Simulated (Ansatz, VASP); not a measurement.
One calculation of NbIn2S3, two programs

```
Nb In S
1.0
     3.53100    0.00000    0.00000
     0.00000    3.53100    0.00000
     0.00000    0.00000   10.28492
Nb In S
1 2 3
Direct
  0.50000 0.50000 0.00000
  0.50000 0.00000 0.73006
  0.00000 0.50000 0.26994
  0.50000 0.00000 0.35991
  0.00000 0.50000 0.64009
  0.00000 0.00000 0.00000
```

Change from the starting cell: species swapped into the Hf2SiAs3 type (P-4m2, No. 115).

Alike in both runs: functional PBE; k mesh 10 × 10 × 4; occupations gaussian, width 0.1 eV; no spin polarisation.

Ansatz relaxed the structure, and its values are those at the end. VASP's run is a single point on that final structure, the one shown.

```csv
,VASP,Ansatz
version,VASP 6.6.1,Ansatz 0.2.0
potentials or method,"VASP PAW PBE potentials, release 64 (Nb_sv, In_d, S), cutoff 520 eV","scalar-relativistic, plane waves, PAW"
valence electrons in the cell,57,57
```

|  | VASP | Ansatz | Ansatz less VASP |
| --- | --- | --- | --- |
| gap on the k mesh at the Fermi level (eV) | none | none | - |
| pressure (GPa) | -0.1 | 0.0 | +0.10 |

A gap of «none» marks a metal or a gap that the smearing closes.
